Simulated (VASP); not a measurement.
# Ge: single point with LDA

Crystal: Ge.

```
Ge
1.0
     5.07530    2.93023    1.79667
    -5.07530    2.93023    1.79667
     0.00000   -5.86045    1.79667
Ge
8
Direct
  0.71604 0.71604 0.71604
  0.28396 0.28396 0.28396
  0.02894 0.72536 0.53229
  0.53229 0.02894 0.72536
  0.72536 0.53229 0.02894
  0.97106 0.27464 0.46771
  0.46771 0.97106 0.27464
  0.27464 0.46771 0.97106
```

- Program: VASP 6.6.1
- Task: single point
- Functional: LDA
- Potentials or basis: VASP PAW LDA potentials, release 64 (Ge_d)
- Cutoff: 520 eV
- k mesh: 9 × 9 × 9
- Occupations: gaussian, width 0.15 eV
- Spin: no spin polarisation
- Dipole correction: no
- Further INCAR settings: ALGO = Normal; EDIFF = 1e-06; NBANDS = 66

The pressure is 1.1 GPa. The largest force is 1.492 eV/Å and the band gap on the k mesh is zero (bands 56 and 57 overlap by 0.46 eV).

Forces on the atoms (eV/Å):
```
Ge   0.000  0.000  1.492
Ge   0.000  0.000 -1.492
Ge   0.025 -0.744 -0.033
Ge   0.632  0.394 -0.033
Ge  -0.657  0.350 -0.033
Ge  -0.025  0.744  0.033
Ge  -0.632 -0.394  0.033
Ge   0.657 -0.350  0.033
```

Stress tensor (GPa, compression positive):
```
-4.08  0.00  0.00
 0.00 -4.08  0.00
 0.00  0.00 11.49
```

Levels at points of the mesh, in eV from the Fermi level:
```tsv
k point	band 52	band 53	band 54	band 55	band 56	band 57	band 58	band 59	band 60	band 61
(0.00, 0.00, 0.00)	-3.48	-3.48	-0.92	-0.92	-0.61	1.75	2.06	2.06	3.48	4.53
```

Run time: 17 min on 1 thread of AMD EPYC 9R45 96-Core Processor (Zen 5), on a shared host, peak memory 0.83 GiB.

Caveat: semilocal functionals underestimate gaps, so a narrow gap can read as zero; forces of over 1 eV/Å act on the atoms, so gaps and moduli don't describe the material at rest.
